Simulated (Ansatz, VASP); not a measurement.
**One calculation of Pt, two programs**

```xyz
1
Lattice="-1.5684 1.5842 1.5842 1.5684 -1.5842 1.5842 1.5684 1.5842 -1.5842" Properties=species:S:1:pos:R:3 pbc="T T T"
Pt    0.0000    0.0000    0.0000
```

Change from the starting cell: strain -0.0100 x Voigt [1, 0, 0, 0, 0, 0], atoms carried along.

Alike in both runs: task single point; functional r2SCAN; k mesh 22 × 22 × 22; occupations gaussian, width 0.15 eV; no spin polarisation.

|  | VASP | Ansatz |
| --- | --- | --- |
| version | VASP 6.6.1 | Ansatz 0.2.0 |
| potentials or method | VASP PAW PBE potentials, release 64 (Pt), cutoff 520 eV | scalar-relativistic, plane waves, PAW |
| valence electrons in the cell | 10 | 18 |

```tsv
	VASP	Ansatz	Ansatz less VASP
gap on the k mesh at the Fermi level (eV)	none	none	-
pressure (GPa)	-3.6	-4.2	-0.55
traceless stress, the component that is largest in VASP (GPa)	-0.63	-0.62	+0.008
```

VASP's potentials were made for PBE, not for r2SCAN. A gap of «none» marks a metal or a gap that the smearing closes. With one functional, cell and mesh, what is left measures potentials, basis and numerics. VASP's potentials hold 10 valence electrons a cell and Ansatz's 18, so a difference there can come from the potentials and not from the codes.

Spin-orbit coupling is off throughout.
